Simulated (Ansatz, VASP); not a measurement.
Nb in VASP and in Ansatz

```xyz
1
Lattice="-1.6940 1.6940 1.6940 1.6940 -1.6940 1.6940 1.6940 1.6940 -1.6940" Properties=species:S:1:pos:R:3 pbc="T T T"
Nb    0.0000    0.0000    0.0000
```

Alike in both runs: task single point; functional r2SCAN; k mesh 22 × 22 × 22; occupations fermi-dirac, width 0.1 eV; no spin polarisation.

|  | VASP | Ansatz |
| --- | --- | --- |
| version | VASP 6.6.1 | Ansatz 0.2.0 |
| potentials or method | VASP PAW PBE potentials, release 64 (Nb_sv), cutoff 520 eV | plane waves (500 eV) with PAW, scalar-relativistic |
| valence electrons in the cell | 13 | 13 |

VASP gave:

- pressure (GPa): -11.6

Q: Estimate Ansatz's values.

A: Pressure (GPa): -11.4.

VASP's potentials were made for PBE, not for r2SCAN. With one functional, cell and mesh, what is left measures potentials, basis and numerics.
